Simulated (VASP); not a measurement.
# Si2C (P-62m) in VASP: further runs, part 2 of 2

VASP 6.6.1. Earlier steps stand in the parts before.

### Step 5. Relaxation of cell and atoms, PBE

INCAR reads:

```
SYSTEM = Si2C
PREC = Accurate ; ENCUT = 600
EDIFF = 1E-6 ; ISMEAR = 0
SIGMA = 0.1 ; LREAL = .FALSE.
LASPH = .TRUE. ; NELM = 60
ALGO = Normal ; ISIF = 3
LWAVE = .FALSE. ; LCHARG = .FALSE.
GGA = PE ; IBRION = 2
NSW = 100 ; EDIFFG = -0.01
```

KPOINTS reads:

```
Automatic mesh
0
G
  12 12 10
  0 0 0
```

POSCAR reads:

```
Si2C
1.0
    4.4705161191      0.0000000000      0.0000000000
   -2.2352580595      3.8715805271      0.0000000000
    0.0000000000      0.0000000000      3.9510994696
Si C
4 2
Direct
    0.0000000000      0.0000000000      0.0000000000
    0.3567325477      0.0000000000      0.5000000000
    0.0000000000      0.3567325477      0.5000000000
    0.6432674523      0.6432674523      0.5000000000
    0.6666666667      0.3333333333      0.0000000000
    0.3333333333      0.6666666667      0.0000000000
```

Potentials or basis: VASP PAW PBE potentials, release 64 (Si, C).

Run with:

```
$ cat potpaw_PBE.64/Si/POTCAR potpaw_PBE.64/C/POTCAR > POTCAR
$ mpirun -np 1 vasp_std > vasp.out
```

OUTCAR:

```text
SYSTEM = Si2C
   PREC = Accurate
   ENCUT = 600
   EDIFF = 1E-6
   ISMEAR = 0
   LREAL = .FALSE.
   LASPH = .TRUE.
   NELM = 60
   ISIF = 3
   GGA = PE
   IBRION = 2
   NSW = 100
   EDIFFG = -0.01

 ion  position               nearest neighbor table
   1  0.000  0.000  0.000-   3 2.54   3 2.54   4 2.54   4 2.54   2 2.54   2 2.54   6 2.58   5 2.58
                             6 2.58   5 2.58   5 2.58   6 2.58
   2  0.357  0.000  0.500-   6 2.45   6 2.45   5 2.45   5 2.45   4 2.50   3 2.50   4 2.50   3 2.50
                             1 2.54   1 2.54   3 2.76   4 2.76
   3  0.000  0.357  0.500-   5 2.45   5 2.45   6 2.45   6 2.45   2 2.50   4 2.50   2 2.50   4 2.50
                             1 2.54   1 2.54   4 2.76   2 2.76
   4  0.643  0.643  0.500-   5 2.45   5 2.45   6 2.45   6 2.45   2 2.50   2 2.50   3 2.50   3 2.50
                             1 2.54   1 2.54   3 2.76   2 2.76
   5  0.667  0.333  0.000-   3 2.45   3 2.45   2 2.45   2 2.45   4 2.45   4 2.45   1 2.58   1 2.58
                             1 2.58
   6  0.333  0.667  0.000-   2 2.45   2 2.45   3 2.45   3 2.45   4 2.45   4 2.45   1 2.58   1 2.58
                             1 2.58

  LATTYP: Found a hexagonal cell.
 ALAT       =     4.4705161191
 C/A-ratio  =     0.8838128226

  Lattice vectors:

 A1 = (   4.4705161191,   0.0000000000,   0.0000000000)
 A2 = (  -2.2352580595,   3.8715805271,   0.0000000000)
 A3 = (   0.0000000000,   0.0000000000,   3.9510994696)

Analysis of symmetry for initial positions (statically):
=====================================================================
 Subroutine PRICEL returns:
 Original cell was already a primitive cell.

 Routine SETGRP: Setting up the symmetry group for a
 hexagonal supercell.

 Subroutine GETGRP returns: Found 12 space group operations
 (whereof 12 operations were pure point group operations)
 out of a pool of 24 trial point group operations.

The static configuration has the point symmetry D_3h.

Analysis of symmetry for dynamics (positions and initial velocities):
=====================================================================
 Subroutine PRICEL returns:
 Original cell was already a primitive cell.

 Routine SETGRP: Setting up the symmetry group for a
 hexagonal supercell.

 Subroutine GETGRP returns: Found 12 space group operations
[... 156 lines left out ...]
  ---------------------------------------------------
  ext. energy  EPLUGINS =         0.00000000
  ---------------------------------------------------
  free energy    TOTEN  =       -30.09655133 eV

  energy without entropy =      -30.08305699  energy(sigma->0) =      -30.08980416

------------------------ aborting loop because EDIFF is reached ----------------------------------------

  FORCE on cell =-STRESS in cart. coord.  units (eV):
  Direction    XX          YY          ZZ          XY          YZ          ZX
  --------------------------------------------------------------------------------------
  -------------------------------------------------------------------------------------
  Total        1.2129309      1.2129309     -2.3183493      0.0000000      0.0000000      0.0000000
  in kB       28.4172934     28.4172934    -54.3157193      0.0000000      0.0000000      0.0000000
  external PRESSURE =       0.8396225 kB  Pullay stress =       0.0000000 kB
[... 101 lines left out ...]
  FREE ENERGIE OF THE ION-ELECTRON SYSTEM (eV)
  ---------------------------------------------------
  free  energy   TOTEN  =       -30.4650785122 eV

  energy  without entropy=      -30.4519323842  energy(sigma->0) =      -30.45850545

 E-fermi :   9.5672     XC(G=0): -11.4704

 val. band max:        9.5606304349   @ k =   0.2500   0.2500   0.5000
 cond. band min:       9.5675696524   @ k =   0.3333   0.0000   0.5000
 fundamental gap:      0.0069392175
 Fermi energy:         9.5671559209

 k-point     1 :       0.0000    0.0000    0.0000
  band No.  band energies     occupation
      1      -6.2051      2.00000
      2      -2.4648      2.00000
      3       0.0296      2.00000
      4       0.2082      2.00000
      5       0.2082      2.00000
      6       2.6900      2.00000
[... 435 lines left out ...]
      5       2.3652      2.00000
      6       4.6438      2.00000
[... 8 lines left out ...]
     15      13.5314      0.00000
     16      13.9468      0.00000

 [... further k-points ...]

[... ionic steps 4 to 20 ...]

--------------------------------------- Ionic step       21  -------------------------------------------

 number of electron      24.0000001 magnetization

------------------------ aborting loop because EDIFF is reached ----------------------------------------
[... 75 lines left out ...]
--------------------------------------- Ionic step       23  -------------------------------------------

 number of electron      24.0000001 magnetization

 Free energy of the ion-electron system (eV)
  ---------------------------------------------------
  ext. energy  EPLUGINS =         0.00000000
  ---------------------------------------------------
  free energy    TOTEN  =       -35.13117867 eV

  energy without entropy =      -35.12203124  energy(sigma->0) =      -35.12660496

 E-fermi :  10.6270     XC(G=0): -11.7433

 val. band max:       10.6212916100   @ k =   0.4167   0.1667   0.3000
 cond. band min:      10.6307609217   @ k =   0.2500   0.1667   0.2000
 fundamental gap:      0.0094693117
 Fermi energy:        10.6270000670

 k-point     1 :       0.0000    0.0000    0.0000
  band No.  band energies     occupation
      1      -6.1565      2.00000
      2      -2.4015      2.00000
      3       0.6770      2.00000
      4       0.6770      2.00000
      5       1.0282      2.00000
      6       3.0653      2.00000
[... 480 lines left out ...]
  FREE ENERGIE OF THE ION-ELECTRON SYSTEM (eV)
  ---------------------------------------------------
  free  energy   TOTEN  =       -35.1311786732 eV

  energy  without entropy=      -35.1220312428  energy(sigma->0) =      -35.12660496

 reached required accuracy - stopping structural energy minimisation
```

OSZICAR:

```text
N       E                     dE             d eps       ncg     rms          rms(c)
DAV:   1     0.624275979945E+02    0.62428E+02   -0.11807E+04  3648   0.146E+03
DAV:   2    -0.261432267938E+02   -0.88571E+02   -0.86989E+02  4856   0.199E+02
DAV:   3    -0.304397798405E+02   -0.42966E+01   -0.41992E+01  5080   0.402E+01
[... 189 lines left out ...]
       N       E                     dE             d eps       ncg     rms          rms(c)
DAV:   1    -0.351311772760E+02   -0.57531E-04   -0.26512E-03  3864   0.344E-01    0.228E-02
DAV:   2    -0.351311811887E+02   -0.39128E-05   -0.10793E-04  5200   0.702E-02    0.102E-02
DAV:   3    -0.351311791386E+02    0.20502E-05   -0.41264E-06  3800   0.125E-02    0.546E-03
DAV:   4    -0.351311786732E+02    0.46534E-06   -0.14883E-06  2536   0.744E-03
  23 F= -.35131179E+02 E0= -.35126605E+02  d E =-.204165E-03
```

Run time: 41 min. Hardware: 1 thread of Intel Xeon 8259CL, shared host; peak memory 0.29 GiB.

What came out:

```
Free energy                           : -35.1312 eV
Relaxed volume                        : 10.96 Å³/atom
Relaxed cell                          : a = 5.272 Å, b = 5.272 Å, c = 2.731 Å, α = 90.00°, β = 90.00°, γ = 120.00°
Space group after relaxing (to 0.1 Å) : P-62m (No. 189)
Energy gained by relaxing             : 839.1 meV/atom
Ionic steps                           : 23
Pressure after relaxing               : 0.1 GPa
Largest force after relaxing          : 0.005 eV/Å
Band gap on the k mesh                : zero (bands 12 and 13 overlap by 5.87 eV)
```

Forces in eV/Å, atoms in the order of the input:
```
Si   0.000  0.000  0.000
Si   0.005  0.000  0.000
Si  -0.002  0.004  0.000
Si  -0.002 -0.004  0.000
C    0.000  0.000  0.000
C    0.000  0.000  0.000
```

The path:
```
step  energy change (eV)  largest force (eV/Å)  pressure (GPa)  volume (Å³)
   1              0.0000                0.0383            0.08        68.39
   2             -0.0632                0.1679            0.14        68.43
   3             -0.3685                0.7998            0.18        68.32
   4             -1.7221                1.6904            2.63        67.02
   5             -1.2127                3.8052           34.22        59.51
   6             -3.2674                4.0039           11.72        64.08
   7             -3.2429                4.1001           13.35        63.73
   8             -3.5023                3.6993           10.18        64.46
   9             -4.0855                2.6461            1.96        66.68
  10             -4.5531                1.1919           -9.80        71.26
  11             -4.5585                1.0815          -10.64        71.71
  12             -4.7342                0.9069           -8.35        70.14
  13             -4.9992                0.4130            0.83        65.56
  14             -5.0015                0.3516            2.20        65.02
  15             -5.0241                0.1923            1.67        65.13
  16             -5.0301                0.0627            1.26        65.22
  17             -5.0335                0.0486            0.27        65.64
  18             -5.0340                0.0404           -0.32        65.90
  19             -5.0340                0.0408           -0.30        65.89
  20             -5.0344                0.0353           -0.11        65.83
  21             -5.0344                0.0321           -0.02        65.80
  22             -5.0346                0.0194            0.04        65.77
  23             -5.0346                0.0049            0.12        65.74
```

Final structure:
```
CELL_PARAMETERS angstrom
5.27187 0.00000 0.00000
-2.63593 4.56557 0.00000
0.00000 0.00000 2.73115
ATOMIC_POSITIONS crystal
Si 0.00000 0.00000 0.00000
Si 0.41370 0.00000 0.50000
Si 0.00000 0.41370 0.50000
Si 0.58630 0.58630 0.50000
C 0.66667 0.33333 0.00000
C 0.33333 0.66667 0.00000
```

Levels at points of the mesh, in eV from the Fermi level:
```csv
k point,band 8,band 9,band 10,band 11,band 12,band 13,band 14,band 15,band 16
"(0.00, 0.00, 0.00)",-1.78,-0.63,-0.63,-0.23,2.57,4.12,5.44,5.44,6.03
"(0.50, 0.00, 0.00)",-3.47,-2.44,-1.30,-0.82,0.49,2.96,4.29,4.67,5.21
"(0.00, 0.00, 0.50)",-4.98,-3.76,-3.76,-3.54,-3.54,-2.49,-2.49,2.02,2.02
"(0.50, 0.00, 0.50)",-4.79,-3.15,-2.62,-1.66,-0.90,0.16,0.67,1.10,1.59
```

Caveat: a cell axis changed by over 15 % at a fixed basis, so the end point is rough.

### Step 6. Summary

```tsv
task	spin	cell	k mesh	cutoff (eV)	gap on the mesh (eV)	pressure (GPa)	moment (μB)	largest force (eV/Å)
single point	collinear	a = 4.471, b = 4.471, c = 3.951 Å, angles 90.0, 90.0, 120.0°, 6 atoms, atomic positions A	6 × 6 × 4	520	none	-0.1	0.00	-
single point	off	a = 5.272, b = 5.272, c = 2.733 Å, angles 90.0, 90.0, 120.0°, 6 atoms, atomic positions B	12 × 12 × 14	520	none	0.0	-	0.01
single point	collinear	a = 4.738, b = 4.738, c = 4.445 Å, angles 90.0, 90.0, 120.0°, 6 atoms, atomic positions C	6 × 6 × 4	520	none	-16.5	0.00	0.51
relaxation of cell and atoms	off	relaxed from a = 4.471, b = 4.471, c = 3.951 Å, angles 90.0, 90.0, 120.0°, 6 atoms, atomic positions A	12 × 12 × 10	600	none	0.1	-	-
```

Alike in all rows: level PBE; potentials or basis VASP PAW PBE potentials, release 64 (Si, C); smearing gaussian 0.1 eV.

Caveats: some runs use coarse meshes; the cell stands under tension (at least some runs); a cell axis changed by over 15 % at a fixed basis, so the end point is rough (at least some runs).

Total energies depend on the potentials used, so only differences within one code and one set of settings carry meaning.
